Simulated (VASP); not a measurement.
BiAu2:

```xyz
6
Lattice="0.0000 4.0425 4.0425 4.0425 0.0000 4.0425 4.0425 4.0425 0.0000" Properties=species:S:1:pos:R:3 pbc="T T T"
Bi    0.0000    0.0000    0.0000
Bi    2.0212    2.0212    2.0212
Au    5.0531    5.0531    5.0531
Au    5.0531    3.0319    3.0319
Au    3.0319    3.0319    5.0531
Au    3.0319    5.0531    3.0319
```

```yaml
Program: VASP 6.6.1
Task: relaxation of cell and atoms
Functional: LDA
Potentials_or_basis: VASP PAW LDA potentials, release 64 (Bi_d, Au)
Cutoff: 600 eV
k_mesh: 8 × 8 × 8
Occupations: gaussian, width 0.1 eV
Spin: no spin polarisation
```

At the start: pressure -8.2 GPa; volume 22.02 Å³/atom.

How do energy, volume and symmetry change on relaxing?

Over 4 steps the energy falls by 43.8 meV/atom and the volume is 20.44 Å³/atom (-7.2 %); space group Fd-3m (No. 227, to 0.1 Å) before and after.

Step by step:
```csv
step,energy change (eV),largest force (eV/Å),pressure (GPa),volume (Å³)
1,0.0000,0.0000,-8.18,132.12
2,0.2195,0.0000,15.72,111.77
3,-0.2629,0.0000,-0.21,122.80
4,-0.2630,0.0000,-0.02,122.61
```

Final structure:
```
Bi Au
1.0
     0.00000    3.94309    3.94309
     3.94309    0.00000    3.94309
     3.94309    3.94309    0.00000
Bi Au
2 4
Direct
  0.00000 0.00000 0.00000
  0.25000 0.25000 0.25000
  0.62500 0.62500 0.62500
  0.12500 0.62500 0.62500
  0.62500 0.62500 0.12500
  0.62500 0.12500 0.62500
```
